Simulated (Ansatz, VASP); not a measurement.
SiSeF2: VASP beside Ansatz

```xyz
4
Lattice="3.3220 0.0000 0.0000 0.0000 3.3220 0.0000 0.0000 0.0000 4.0848" Properties=species:S:1:pos:R:3 pbc="T T T"
Si    1.6610    1.6610    2.0424
Se    0.0000    0.0000    0.0000
F     0.0000    1.6610    0.0000
F     1.6610    0.0000    0.0000
```

Alike in both runs: task single point; functional PBE; k mesh 6 × 6 × 4; occupations gaussian, width 0.1 eV; collinear spin.

```csv
,VASP,Ansatz
version,VASP 6.6.1,Ansatz 0.2.0
potentials or method,"VASP PAW PBE potentials, release 64 (Si, Se, F), cutoff 520 eV","scalar-relativistic, plane waves, PAW"
valence electrons in the cell,24,34
```

Ansatz gave:

| Property | Result |
| --- | --- |
| gap on the k mesh at the Fermi level (eV) | none |
| net moment per atom (μB) | 0.14 |
| size of the moment on the site where the two differ most (μB) | 0.25 |

Problem. Estimate VASP's values.

Solution. gap on the k mesh at the Fermi level (eV): none; net moment per atom (μB): 0.14; size of the moment on the site where the two differ most (μB): 0.19.

Site moments also hang on the region over which each program counts them. A gap of «none» marks a metal or a gap that the smearing closes. VASP's potentials hold 24 valence electrons a cell and Ansatz's 34, so a difference there can come from the potentials and not from the codes.

The k mesh is coarse, so the values compare programs but aren't converged.
